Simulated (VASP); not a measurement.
# C (Fd-3m) in VASP: single point with RPBE

Aim: the single point of C with RPBE.

All numbers are computed with VASP 6.6.1; they aren't measurements. Logs are shortened: lines on timing, memory, paths and dates and some standing lists are left out, and cuts for length are marked.

**1. The cell of the first run**

It takes space group Fd-3m (No. 227, cubic). The conventional cell has a = 3.589 Å, b = 3.589 Å, c = 3.589 Å, α = 90.00°, β = 90.00°, γ = 90.00°. Within 2.1 Å of C (site symmetry -43m) lie 4 C at 1.55 Å.

**2. Single point, RPBE**

Contents of INCAR:

```
PREC = Accurate ; ENCUT = 520
EDIFF = 1E-6 ; ISMEAR = -1
SIGMA = 0.1 ; LREAL = F
LASPH = T ; NELM = 60
ALGO = Normal ; ISIF = 2
LWAVE = F ; LCHARG = F
GGA = RP ; ISYM = 0
NBANDS = 11
```

Contents of KPOINTS:

```
Automatic mesh
0
Gamma
  25 25 28
```

Contents of POSCAR:

```
C
1.0
   -1.2687694972      1.2687687498      1.7942827943
    1.2687687498     -1.2687694972      1.7942827943
    1.2687725782      1.2687725782     -1.7942841631
C
2
Direct
    0.9999999494      0.0000000506      0.0000000000
    0.7500000506      0.2499999494      0.5000000000
```

Potentials or basis: VASP PAW PBE potentials, release 64 (C).

The run is started by

```sh
$ cat potpaw_PBE.64/C/POTCAR > POTCAR
$ mpirun -np 1 vasp_std > vasp.out
```

OUTCAR:

```text
PREC = Accurate
   ENCUT = 520
   EDIFF = 1E-6
   ISMEAR = -1
   LREAL = F
   LASPH = T
   NELM = 60
   ISIF = 2
   GGA = RP
   ISYM = 0

 ion  position               nearest neighbor table
   1  1.000  0.000  0.000-   2 1.55   2 1.55   2 1.55   2 1.55
   2  0.750  0.250  0.500-   1 1.55   1 1.55   1 1.55   1 1.55

IMPORTANT INFORMATION: All symmetrisations will be switched off!
NOSYMM: (Re-)initialisation of all symmetry stuff for point group C_1.

----------------------------------------------------------------------------------------

                                     Primitive cell

  volume of cell :      11.5536

  direct lattice vectors                    reciprocal lattice vectors
    -1.268769497  1.268768750  1.794282794    -0.000000328  0.394082402  0.278662956
     1.268768750 -1.268769497  1.794282794     0.394082402 -0.000000328  0.278662956
     1.268772578  1.268772578 -1.794284163     0.394081773  0.394081773  0.000000164

  length of vectors
     2.537518655  2.537518655  2.537523077     0.482653066  0.482653066  0.557315788

  position of ions in fractional coordinates (direct lattice)
     0.999999949  0.000000051  0.000000000
     0.750000051  0.249999949  0.500000000

  ion indices of the primitive-cell ions
   primitive index   ion index
                 1           1
                 2           2

----------------------------------------------------------------------------------------

 KPOINTS: Automatic mesh

Automatic generation of k-mesh.
 Grid dimensions read from file:
 generate k-points for:   25   25   28

 Generating k-lattice:

  Cartesian coordinates                     Fractional coordinates (reciprocal lattice)
    -0.000000013  0.015763296  0.011146518     0.040000000  0.000000000  0.000000000
     0.015763296 -0.000000013  0.011146518     0.000000000  0.040000000  0.000000000
     0.014074349  0.014074349  0.000000006     0.000000000  0.000000000  0.035714286

  Length of vectors
     0.019306123  0.019306123  0.019904135

  Shift w.r.t. Gamma in fractional coordinates (k-lattice)
     0.000000000  0.000000000  0.000000000

 -----------------------------------------------------------------------------
|                                                                             |
|           W    W    AA    RRRRR   N    N  II  N    N   GGGG   !!!           |
|           W    W   A  A   R    R  NN   N  II  NN   N  G    G  !!!           |
|           W    W  A    A  R    R  N N  N  II  N N  N  G       !!!           |
|           W WW W  AAAAAA  RRRRR   N  N N  II  N  N N  G  GGG   !            |
|           WW  WW  A    A  R   R   N   NN  II  N   NN  G    G                |
[... 75 lines left out ...]
   PSTRESS=    0.0 pullay stress
   NELECT =       8.0000    total number of electrons
   NUPDOWN=      -1.0000    fix difference up-down
   EMIN   =  10.00;   EMAX   =-10.00  energy-range for DOS
   EFERMI =   0.00;   METHOD = LEGACY
   ISMEAR =    -1;   SIGMA  =   0.10  broadening in eV -4-tet -1-fermi 0-gaus
   EFERMI_NEDOS =   21; number of points for ismear=-14 and -15
   IALGO  =     38    algorithm
   IMIX   =      4    mixing-type and parameters
     AMIX     =   0.40;   BMIX     =  1.00
     AMIX_MAG =   1.60;   BMIX_MAG =  1.00
  volume/ion in A,a.u.               =       5.78        38.98
  Fermi-wavevector in a.u.,A,eV,Ry     =   1.448324  2.736936 28.540164  2.097643
  Thomas-Fermi vector in A             =   2.566178
   LORBIT       =      0    0 simple, 1 ext, 2 COOP (PROOUT), +10 PAW based schemes
   GGA     = RP    functional components
   LHFCALC =     F    Hartree Fock is set to
   AEXX    =    0.0000 exact exchange contribution
   IVDW    =     0    specifies the selected vdW correction
   LEPSILON=     F    determine dielectric tensor
   LRPA    =     F    only Hartree local field effects (RPA)
 non-spin polarized calculation
  energy-cutoff  :      520.00
  volume of cell :       11.55
 maximum number of plane-waves:       331
   NGX =  9   NGY =  9   NGZ =  9

 number of electron       8.0000000 magnetization

 Free energy of the ion-electron system (eV)
  ---------------------------------------------------
  ext. energy  EPLUGINS =         0.00000000
  ---------------------------------------------------
  free energy    TOTEN  =       -17.23472373 eV

  energy without entropy =      -17.23472373  energy(sigma->0) =      -17.23472373

 E-fermi :  11.4059     XC(G=0): -13.0728

 val. band max:        9.5871732088   @ k =   0.0000   0.0000   0.0000
 cond. band min:      13.6717303746   @ k =  -0.3600   0.3600   0.0000
 fundamental gap:      4.0845571658
 Fermi energy:        11.4058732752

 k-point     1 :       0.0000    0.0000    0.0000
  band No.  band energies     occupation
      1     -11.7221      2.00000
      2       9.5869      2.00000
      3       9.5869      2.00000
      4       9.5872      2.00000
      5      15.1304      0.00000
      6      15.1306      0.00000
      7      15.1306      0.00000
      8      22.4435      0.00000
      9      28.7699      0.00000
     10      35.8209      0.00000
     11      35.8217      0.00000
[... 309 lines left out ...]
 k-point    24 :       0.4000    0.0400   -0.0000
  band No.  band energies     occupation
      1      -7.2264      2.00000
      2      -2.0444      2.00000
      3       6.6453      2.00000
      4       7.0182      2.00000
      5      17.9333      0.00000
      6      18.0405      0.00000
      7      18.2289      0.00000
      8      25.0540      0.00000
      9      30.8125      0.00000
     10      33.5175      0.00000
     11      33.9389      0.00000

 [... further k-points ...]

------------------------ aborting loop because EDIFF is reached ----------------------------------------

  FORCE on cell =-STRESS in cart. coord.  units (eV):
  Direction    XX          YY          ZZ          XY          YZ          ZX
  --------------------------------------------------------------------------------------
  -------------------------------------------------------------------------------------
  Total        0.0346638      0.0346646      0.0357735     -0.0000801      0.0000280      0.0000278
  in kB        4.8069550      4.8070557      4.9608396     -0.0111115      0.0038887      0.0038531
  external PRESSURE =       4.8582834 kB  Pullay stress =       0.0000000 kB

 VOLUME and BASIS-vectors are now :
 -----------------------------------------------------------------------------
  energy-cutoff  :      520.00
  volume of cell :       11.55
      direct lattice vectors                 reciprocal lattice vectors
    -1.268769497  1.268768750  1.794282794    -0.000000328  0.394082402  0.278662956
     1.268768750 -1.268769497  1.794282794     0.394082402 -0.000000328  0.278662956
     1.268772578  1.268772578 -1.794284163     0.394081773  0.394081773  0.000000164

 POSITION                                       TOTAL-FORCE (eV/Angst)
 -----------------------------------------------------------------------------------
     -1.26877      1.26877      1.79428        -0.000011      0.000011     -0.000000
      0.00000      1.26877      0.89714         0.000011     -0.000011      0.000000
 -----------------------------------------------------------------------------------
    total drift:                                0.000000     -0.000000      0.000000

  FREE ENERGIE OF THE ION-ELECTRON SYSTEM (eV)
  ---------------------------------------------------
  free  energy   TOTEN  =       -17.2347237325 eV

  energy  without entropy=      -17.2347237324  energy(sigma->0) =      -17.23472373
```

OSZICAR:

```text
N       E                     dE             d eps       ncg     rms          rms(c)
DAV:   1     0.143602103019E+01    0.14360E+01   -0.48061E+03198325   0.719E+02
DAV:   2    -0.173867528938E+02   -0.18823E+02   -0.18140E+02250239   0.122E+02
DAV:   3    -0.177648548543E+02   -0.37810E+00   -0.37715E+00226569   0.133E+01
DAV:   4    -0.177654990116E+02   -0.64416E-03   -0.64414E-03205895   0.682E-01
DAV:   5    -0.177654997686E+02   -0.75697E-06   -0.75696E-06221326   0.223E-02    0.557E+00
DAV:   6    -0.173630547194E+02    0.40245E+00   -0.20598E-01196503   0.319E+00    0.337E+00
DAV:   7    -0.172317439182E+02    0.13131E+00   -0.26210E-01207449   0.367E+00    0.716E-01
DAV:   8    -0.172346073423E+02   -0.28634E-02   -0.86971E-03202182   0.687E-01    0.587E-02
DAV:   9    -0.172346898099E+02   -0.82468E-04   -0.16113E-04233693   0.101E-01    0.271E-02
DAV:  10    -0.172347230467E+02   -0.33237E-04   -0.34877E-05206043   0.522E-02    0.508E-03
DAV:  11    -0.172347237325E+02   -0.68577E-06   -0.98728E-07234712   0.887E-03
   1 F= -.17234724E+02 E0= -.17234724E+02  d E =-.960766E-10
```

Run time: 19 min. Hardware: 1 thread of Oxide Virtual Turin-like, shared host; peak memory 0.9 GiB.

What came out:

- Free energy: -17.2347 eV
- Pressure: 0.5 GPa
- Band gap on the k mesh: 4.08 eV (least direct gap 5.54 eV)

Caveat: the PAW data sets were made with another functional, which shifts forces and pressure a little; an odd mesh through Γ misses points on the zone boundary, where band edges can lie.
